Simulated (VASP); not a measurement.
**KScS2: relaxation of cell and atoms with PBEsol**

The system is KScS2.

```
K S Sc
1.0
     4.20808    0.00000    0.00000
     0.00000    4.20808    0.00000
     0.00000    0.00000    5.95113
K S Sc
1 2 1
Cartesian
  0.0000 0.0000 0.0000
  0.0000 0.0000 2.9756
  2.1040 2.1040 0.0000
  2.1040 2.1040 2.9756
```

| Property | Result |
| --- | --- |
| Program | VASP 6.6.1 |
| Task | relaxation of cell and atoms |
| Functional | PBEsol |
| Potentials or basis | VASP PAW PBE potentials, release 64 (K_sv, S, Sc_sv) |
| Cutoff | 600 eV |
| k mesh | 6 × 6 × 4 |
| Occupations | fermi-dirac, width 0.03 eV |
| Spin | no spin polarisation |
| Dipole correction | no |
| Further INCAR settings | ALGO = Normal; EDIFF = 1e-06; IBRION = 2; EDIFFG = -0.01; NSW = 100; ISIF = 3 |

```yaml
Relaxed_volume: 21.54 Å³/atom
Relaxed_cell: a = 3.985 Å, b = 3.985 Å, c = 5.427 Å, α = 90.00°, β = 90.00°, γ = 90.00°
Space_group_after_relaxing_to_0.1_Å: P4/mmm (No. 123)
Energy_gained_by_relaxing: 163.9 meV/atom
Ionic_steps: 3
Pressure_after_relaxing: 0.0 GPa
Band_gap_on_the_k_mesh: zero (bands 16 and 17 overlap by 0.02 eV)
```

The path:
```tsv
step	energy change (eV)	largest force (eV/Å)	pressure (GPa)	volume (Å³)
1	0.0000	0.0000	-8.40	105.38
2	-0.6550	0.0000	0.43	85.64
3	-0.6558	0.0000	0.02	86.16
```

Final structure:
```
CELL_PARAMETERS angstrom
3.98451 0.00000 0.00000
0.00000 3.98451 0.00000
0.00000 0.00000 5.42664
ATOMIC_POSITIONS crystal
K 0.00000 0.00000 0.00000
S 0.00000 0.00000 0.50000
S 0.50000 0.50000 0.00000
Sc 0.50000 0.50000 0.50000
```

Levels at points of the mesh, in eV from the Fermi level:
| k point | band 12 | band 13 | band 14 | band 15 | band 16 | band 17 | band 18 | band 19 | band 20 |
| --- | --- | --- | --- | --- | --- | --- | --- | --- | --- |
| (0.00, 0.00, 0.00) | -1.89 | -1.89 | -0.34 | -0.02 | 0.04 | 0.04 | 1.15 | 1.40 | 1.40 |
| (0.50, 0.00, 0.00) | -2.75 | -2.04 | -2.01 | -1.50 | -0.86 | 1.61 | 1.85 | 2.03 | 2.27 |
| (0.50, 0.50, 0.00) | -3.38 | -1.57 | -0.75 | -0.53 | -0.53 | 0.52 | 0.52 | 1.85 | 2.07 |
| (0.00, 0.00, 0.50) | -2.38 | -1.94 | -1.94 | -0.49 | -0.49 | 0.06 | 1.17 | 2.06 | 2.33 |
| (0.50, 0.00, 0.50) | -3.16 | -2.82 | -2.48 | -1.20 | -1.11 | 1.89 | 2.29 | 2.39 | 3.73 |
| (0.50, 0.50, 0.50) | -3.42 | -2.78 | -1.90 | -1.31 | -1.31 | 1.98 | 1.98 | 2.10 | 2.13 |

Wall time 70 s on 1 thread of Intel(R) Xeon(R) 6975P-C (Granite Rapids) (shared host), peak memory 0.3 GiB.

Caveat: the volume moved by over 15 % at a fixed basis, so the end points are rough; the PAW data sets were made with another functional, which shifts forces and pressure a little.
